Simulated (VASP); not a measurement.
Runs of VASP 6.6.1 on ZrB2. The structure is that of space group P6/mmm (No. 191), or close to it. The cells are those of the table. 

```csv
task,cell,cutoff (eV),gap on the mesh (eV),pressure (GPa)
relaxation of cell and atoms,"relaxed to 1 GPa from a = 3.155, b = 3.155, c = 3.506 Å, angles 90.0, 90.0, 120.0°, 3 atoms",600,none,1.0
single point,"a = 3.155, b = 3.155, c = 3.506 Å, angles 90.0, 90.0, 120.0°, 3 atoms",520,none,0.3
relaxation of cell and atoms,"relaxed to 2 GPa from a = 3.155, b = 3.155, c = 3.506 Å, angles 90.0, 90.0, 120.0°, 3 atoms",600,none,2.0
single point,"a = 3.102, b = 3.102, c = 3.437 Å, angles 90.0, 90.0, 120.0°, 3 atoms",520,none,(b)
single point,"a = 3.148, b = 3.148, c = 3.496 Å, angles 90.0, 90.0, 120.0°, 3 atoms",520,none,(a)
single point,"a = 3.118, b = 3.118, c = 3.458 Å, angles 90.0, 90.0, 120.0°, 3 atoms",520,none,10.4
single point,"a = 3.151, b = 3.151, c = 3.501 Å, angles 90.0, 90.0, 120.0°, 3 atoms",520,none,1.3
relaxation of cell and atoms,"relaxed to 4 GPa from a = 3.155, b = 3.155, c = 3.506 Å, angles 90.0, 90.0, 120.0°, 3 atoms",600,none,4.0
relaxation of cell and atoms,"relaxed to 7 GPa from a = 3.155, b = 3.155, c = 3.506 Å, angles 90.0, 90.0, 120.0°, 3 atoms",600,none,7.0
relaxation of cell and atoms,"relaxed to 10 GPa from a = 3.155, b = 3.155, c = 3.506 Å, angles 90.0, 90.0, 120.0°, 3 atoms",600,none,10.0
```

Alike in all rows: level PBEsol; potentials or basis VASP PAW PBE potentials, release 64 (Zr_sv, B); no spin polarisation; k mesh 16 × 16 × 12; smearing fermi-dirac 0.1 eV.

Q: Estimate the missing entries.

A: (a) 2.3; (b) 15.4.

Caveats: the PAW data sets were made with another functional, which shifts forces and pressure a little; the cell is relaxed towards a set pressure, so the run minimises the enthalpy, not the energy (at least some runs); the cell stands under pressure (at least some runs).

A k mesh can miss the band edges, and the runs leave out spin-orbit coupling on Zr.

A gap of «none» marks levels without a gap at the run's occupations.
